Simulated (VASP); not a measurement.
Here is a VASP 6.6.1 calculation.

Contents of POSCAR:

```
TaN
1.0
    0.0000000000      2.0735894762      2.0735894762
    2.0735894762      0.0000000000      2.0735894762
    2.0735894762      2.0735894762      0.0000000000
Ta N
1 1
Direct
    0.5000000000      0.5000000000      0.5000000000
    0.0000000000      0.0000000000      0.0000000000
```

File INCAR.step1:

```
PREC = Accurate
ENCUT = 520
ISMEAR = 0
SIGMA = 0.1
LREAL = F
LASPH = T
NELM = 80
NBANDS = 15
GGA = PE
ALGO = Normal
EDIFF = 1E-4
LWAVE = T
LCHARG = F
```

The input INCAR.step2:

```
PREC = Accurate
ENCUT = 520
EDIFF = 1E-7
ISMEAR = 0
SIGMA = 0.1
LREAL = F
LASPH = T
NELM = 80
ALGO = Normal
ISIF = 2
LWAVE = F
LCHARG = F
METAGGA = R2SCAN
LMIXTAU = T
NBANDS = 15
ISTART = 1
```

File KPOINTS:

```
regular mesh
0
Gamma
  18 18 18
```

Potentials or basis: VASP PAW PBE potentials, release 64 (Ta_pv, N).

Command:

```bash
$ cat potpaw_PBE.64/Ta_pv/POTCAR potpaw_PBE.64/N/POTCAR > POTCAR
$ cp INCAR.step1 INCAR
$ mpirun -np 1 vasp_std > vasp.out
$ cp INCAR.step2 INCAR
$ mpirun -np 1 vasp_std > vasp.out
```

Task: Predict the band gap on the k mesh.

Result: Zero (band 8 reaches 14.26 eV, above the bottom of band 9 at 8.99 eV).

Task: Predict the pressure.

Result: 93.9 GPa.

Caveat: the PAW data sets were made with another functional, which shifts forces and pressure a little; spin-orbit coupling is left out, which moves the levels of the heavy elements.
